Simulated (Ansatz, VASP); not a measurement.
# Zr2N in VASP and in Ansatz

```
Zr N
1.0
     5.41014    0.00000    0.00000
     0.00000    5.41014    0.00000
     0.00000    0.00000    3.30959
Zr N
4 2
Direct
  0.29756 0.29756 0.00000
  0.70244 0.70244 0.00000
  0.79756 0.20244 0.50000
  0.20244 0.79756 0.50000
  0.00000 0.00000 0.00000
  0.50000 0.50000 0.50000
```

Alike in both runs: functional r2SCAN; k mesh 4 × 4 × 4; occupations gaussian, width 0.1 eV; no spin polarisation.

Ansatz relaxed the structure, and its values are those at the end. VASP's run is a single point on that final structure, the one shown.

|  | VASP | Ansatz |
| --- | --- | --- |
| version | VASP 6.6.1 | Ansatz 0.2.0 |
| potentials or method | VASP PAW PBE potentials, release 64 (Zr_sv, N), cutoff 520 eV | scalar-relativistic, plane waves, PAW |
| valence electrons in the cell | 58 | 58 |

Ansatz gave:

| Property | Result |
| --- | --- |
| gap on the k mesh at the Fermi level (eV) | none |
| pressure (GPa) | 0.0 |
| rms of the force components (eV/Å) | 0.000 |

Estimate VASP's values.

gap on the k mesh at the Fermi level (eV): none; pressure (GPa): 0.1; rms of the force components (eV/Å): 0.004.

VASP's potentials were made for PBE, not for r2SCAN. A gap of «none» marks a metal or a gap that the smearing closes.

The k mesh is coarse, so the values compare programs but aren't converged.
